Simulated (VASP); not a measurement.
# Ti (Fm-3m) in VASP: a series of runs

Runs on Ti. Level: PBE. Tasks: single point.

All numbers are computed with VASP 6.6.1; they aren't measurements. Logs are shortened: lines on timing, memory, paths and dates and some standing lists are left out, and cuts for length are marked.

**1. The cell of the first run**

It takes space group Fm-3m (No. 225, cubic). The conventional cell has a = 4.140 Å, b = 4.140 Å, c = 4.140 Å, α = 90.00°, β = 90.00°, γ = 90.00°. Ti (site symmetry m-3m) has 12 Ti at 2.93 Å within 3.9 Å.

This isn't the form of Ti at room conditions, which is hcp.

**2. Single point, PBE**

INCAR

```
ALGO     = Normal         # electronic algorithm
EDIFF    = 1E-6           # SCF threshold, eV
ENCUT    = 520            # plane-wave cutoff, eV
GGA      = PE             # functional
ISIF     = 2              # what is computed and relaxed
ISMEAR   = -1             # smearing method
LASPH    = True           # aspherical terms in the spheres
LCHARG   = False          # write CHGCAR
LREAL    = False          # projectors in reciprocal space
LWAVE    = False          # write WAVECAR
NBANDS   = 12             # bands
NELM     = 100            # most SCF steps
PREC     = Accurate       # precision mode
SIGMA    = 0.06122561905347299 # smearing width, eV
```

KPOINTS

```
k-points
0
Gamma
  46 46 46
```

POSCAR

```
Ti
1.0
    0.0000000000      2.0701855930      2.0701855930
    2.0701855930      0.0000000000      2.0701855930
    2.0701855930      2.0701855930      0.0000000000
Ti
1
Direct
    0.0000000000      0.0000000000      0.0000000000
```

Potentials or basis: VASP PAW PBE potentials, release 64 (Ti_sv).

The run is started by

```bash
$ cat potpaw_PBE.64/Ti_sv/POTCAR > POTCAR
$ mpirun -np 1 vasp_std > vasp.out
```

OUTCAR:

```text
EDIFF = 1E-6
   ENCUT = 520
   GGA = PE
   ISIF = 2
   ISMEAR = -1
   LASPH = True
   LREAL = False
   NELM = 100
   PREC = Accurate

 ion  position               nearest neighbor table
   1  0.000  0.000  0.000-

  LATTYP: Found a face centered cubic cell.
 ALAT       =     4.1403711860

  Lattice vectors:

 A1 = (   0.0000000000,   2.0701855930,   2.0701855930)
 A2 = (   2.0701855930,   0.0000000000,   2.0701855930)
 A3 = (   2.0701855930,   2.0701855930,   0.0000000000)

Analysis of symmetry for initial positions (statically):
=====================================================================
 Subroutine PRICEL returns:
 Original cell was already a primitive cell.

 Routine SETGRP: Setting up the symmetry group for a
 face centered cubic supercell.

 Subroutine GETGRP returns: Found 48 space group operations
 (whereof 48 operations were pure point group operations)
 out of a pool of 48 trial point group operations.

The static configuration has the point symmetry O_h .

Analysis of symmetry for dynamics (positions and initial velocities):
=====================================================================
 Subroutine PRICEL returns:
 Original cell was already a primitive cell.

 Routine SETGRP: Setting up the symmetry group for a
 face centered cubic supercell.

 Subroutine GETGRP returns: Found 48 space group operations
 (whereof 48 operations were pure point group operations)
 out of a pool of 48 trial point group operations.

The dynamic configuration has the point symmetry O_h .

 Subroutine INISYM returns: Found 48 space group operations
 (whereof 48 operations are pure point group operations),
 and found     1 'primitive' translations

----------------------------------------------------------------------------------------

                                     Primitive cell

  volume of cell :      17.7443

  direct lattice vectors                    reciprocal lattice vectors
     0.000000000  2.070185593  2.070185593    -0.241524239  0.241524239  0.241524239
     2.070185593  0.000000000  2.070185593     0.241524239 -0.241524239  0.241524239
     2.070185593  2.070185593  0.000000000     0.241524239  0.241524239 -0.241524239

  length of vectors
     2.927684542  2.927684542  2.927684542     0.418332253  0.418332253  0.418332253

  position of ions in fractional coordinates (direct lattice)
     0.000000000  0.000000000  0.000000000

  ion indices of the primitive-cell ions
   primitive index   ion index
                 1           1

[... 82 lines left out ...]
   NELECT =      12.0000    total number of electrons
   NUPDOWN=      -1.0000    fix difference up-down
   EMIN   =  10.00;   EMAX   =-10.00  energy-range for DOS
   EFERMI =   0.00;   METHOD = LEGACY
   ISMEAR =    -1;   SIGMA  =   0.06  broadening in eV -4-tet -1-fermi 0-gaus
   EFERMI_NEDOS =   21; number of points for ismear=-14 and -15
   IALGO  =     38    algorithm
   IMIX   =      4    mixing-type and parameters
     AMIX     =   0.40;   BMIX     =  1.00
     AMIX_MAG =   1.60;   BMIX_MAG =  1.00
  volume/ion in A,a.u.               =      17.74       119.74
  Fermi-wavevector in a.u.,A,eV,Ry     =   1.436975  2.715490 28.094643  2.064898
  Thomas-Fermi vector in A             =   2.556104
   LORBIT       =      0    0 simple, 1 ext, 2 COOP (PROOUT), +10 PAW based schemes
   GGA     = PE    functional components
   LHFCALC =     F    Hartree Fock is set to
   AEXX    =    0.0000 exact exchange contribution
   IVDW    =     0    specifies the selected vdW correction
   LEPSILON=     F    determine dielectric tensor
   LRPA    =     F    only Hartree local field effects (RPA)
 non-spin polarized calculation
  energy-cutoff  :      520.00
  volume of cell :       17.74
 maximum number of plane-waves:       531
 NGX is ok and might be reduce to    24
   NGX = 11   NGY = 11   NGZ = 11

 number of electron      11.9999999 magnetization

 Free energy of the ion-electron system (eV)
  ---------------------------------------------------
  ext. energy  EPLUGINS =         0.00000000
  ---------------------------------------------------
  free energy    TOTEN  =        -7.78585723 eV

  energy without entropy =       -7.76390566  energy(sigma->0) =       -7.77488144

 E-fermi :   7.9946     XC(G=0): -11.3984

 val. band max:        7.9942311564   @ k =   0.2826   0.1304   0.0652
 cond. band min:       7.9960783975   @ k =   0.2609   0.0870   0.0000
 fundamental gap:      0.0018472411
 Fermi energy:         7.9946375377

 k-point     1 :       0.0000    0.0000    0.0000
  band No.  band energies     occupation
      1     -48.7527      2.00000
      2     -24.6358      2.00000
      3     -24.6358      2.00000
      4     -24.6358      2.00000
      5       1.9505      2.00000
      6       8.8558      0.00000
      7       8.8558      0.00000
      8       8.8558      0.00000
      9      10.4393      0.00000
     10      10.4393      0.00000
     11      23.1216      0.00000
     12      27.4928      0.00000
[... 331 lines left out ...]
 k-point    24 :       0.5000    0.0000    0.0000
  band No.  band energies     occupation
      1     -48.6411      2.00000
      2     -25.2575      2.00000
      3     -24.7161      2.00000
      4     -24.7161      2.00000
      5       5.4571      2.00000
      6       8.5774      0.00015
      7       8.7487      0.00001
      8       8.7487      0.00001
      9      11.4721      0.00000
     10      11.4721      0.00000
     11      15.9376      0.00000
     12      22.3852      0.00000

 [... further k-points ...]

------------------------ aborting loop because EDIFF is reached ----------------------------------------

  FORCE on cell =-STRESS in cart. coord.  units (eV):
  Direction    XX          YY          ZZ          XY          YZ          ZX
  --------------------------------------------------------------------------------------
  -------------------------------------------------------------------------------------
  Total       -0.2557966     -0.2557966     -0.2557966      0.0000000     -0.0000000      0.0000000
  in kB      -23.0965731    -23.0965731    -23.0965731      0.0000000     -0.0000000      0.0000000
  external PRESSURE =     -23.0965731 kB  Pullay stress =       0.0000000 kB

 VOLUME and BASIS-vectors are now :
 -----------------------------------------------------------------------------
  energy-cutoff  :      520.00
  volume of cell :       17.74
      direct lattice vectors                 reciprocal lattice vectors
     0.000000000  2.070185593  2.070185593    -0.241524239  0.241524239  0.241524239
     2.070185593  0.000000000  2.070185593     0.241524239 -0.241524239  0.241524239
     2.070185593  2.070185593  0.000000000     0.241524239  0.241524239 -0.241524239

 POSITION                                       TOTAL-FORCE (eV/Angst)
 -----------------------------------------------------------------------------------
      0.00000      0.00000      0.00000         0.000000      0.000000      0.000000
 -----------------------------------------------------------------------------------
    total drift:                               -0.000000      0.000000      0.000000

  FREE ENERGIE OF THE ION-ELECTRON SYSTEM (eV)
  ---------------------------------------------------
  free  energy   TOTEN  =        -7.7858572329 eV

  energy  without entropy=       -7.7639056569  energy(sigma->0) =       -7.77488144
```

OSZICAR:

```text
N       E                     dE             d eps       ncg     rms          rms(c)
DAV:   1     0.868112612494E+02    0.86811E+02   -0.65506E+03 59108   0.120E+03
DAV:   2    -0.440709823273E+01   -0.91218E+02   -0.88770E+02 59956   0.296E+02
DAV:   3    -0.873772414839E+01   -0.43306E+01   -0.42849E+01 82708   0.656E+01
DAV:   4    -0.883595350311E+01   -0.98229E-01   -0.98100E-01 66080   0.863E+00
DAV:   5    -0.883849215831E+01   -0.25387E-02   -0.25386E-02 71252   0.122E+00    0.815E+00
DAV:   6    -0.779284411625E+01    0.10456E+01   -0.21518E+00 64172   0.218E+01    0.211E+00
DAV:   7    -0.777735262219E+01    0.15491E-01   -0.10137E-01 72312   0.367E+00    0.127E+00
DAV:   8    -0.778565824880E+01   -0.83056E-02   -0.37098E-02 60856   0.254E+00    0.187E-01
DAV:   9    -0.778586101478E+01   -0.20277E-03   -0.47113E-03 76324   0.822E-01    0.850E-02
DAV:  10    -0.778588045511E+01   -0.19440E-04   -0.24093E-04 62176   0.190E-01    0.253E-02
DAV:  11    -0.778585779386E+01    0.22661E-04   -0.22167E-05 71300   0.579E-02    0.105E-02
DAV:  12    -0.778585677846E+01    0.10154E-05   -0.21302E-06 62844   0.198E-02    0.273E-03
DAV:  13    -0.778585723290E+01   -0.45444E-06   -0.47836E-07 39460   0.713E-03
   1 F= -.77858572E+01 E0= -.77748814E+01  d E =-.219516E-01
```

Run time: 2.3 min. Hardware: 1 thread of Intel Xeon 6975P-C (Granite Rapids), shared host; peak memory 0.61 GiB.

Results:

```yaml
Free_energy: -7.7859 eV
Pressure: -2.3 GPa
Band_gap_on_the_k_mesh: zero (bands 6 and 7 overlap by 1.31 eV)
```

**3. Single point, PBE**

This run uses another cell than the first one, of 18.09 Å³/atom.

INCAR

```
  PREC = Accurate
  ENCUT = 520
  EDIFF = 1E-7
  ISMEAR = -1
  SIGMA = 0.06122561905347299
  LREAL = False
  LASPH = True
  NELM = 100
  ALGO = Normal
  ISIF = 2
  LWAVE = False
  LCHARG = True
  GGA = PE
  LELF = True
  LVHAR = True
  NBANDS = 12
```

KPOINTS

```
regular mesh
0
Gamma
  46 46 46
```

POSCAR

```
Ti
1.0
    0.0000000000      2.0836287333      2.0836287333
    2.0836287333      0.0000000000      2.0836287333
    2.0836287333      2.0836287333      0.0000000000
Ti
1
Direct
    0.0000000000      0.0000000000      0.0000000000
```

Potentials or basis: VASP PAW PBE potentials, release 64 (Ti_sv).

The run is started by

```bash
$ cat potpaw_PBE.64/Ti_sv/POTCAR > POTCAR
$ mpirun -np 1 vasp_std > vasp.out
```

Run time: 2.5 min. Hardware: 1 thread of Intel Xeon 6975P-C (Granite Rapids), shared host; peak memory 0.61 GiB.

Results (log left out):

```
Free energy            : -7.7789 eV
Pressure               : -4.2 GPa
Band gap on the k mesh : zero (bands 6 and 7 overlap by 1.28 eV)
```

Levels at points of the mesh, in eV from the Fermi level:
| k point | band 4 | band 5 | band 6 | band 7 | band 8 | band 9 |
| --- | --- | --- | --- | --- | --- | --- |
| (0.00, 0.00, 0.00) | -32.69 | -6.00 | 0.85 | 0.85 | 0.85 | 2.39 |
| (0.50, 0.00, 0.00) | -32.76 | -2.49 | 0.54 | 0.75 | 0.75 | 3.39 |
| (0.50, 0.50, 0.00) | -32.89 | -2.43 | -1.60 | 2.67 | 3.39 | 3.65 |

Caveat: the cell stands under tension.
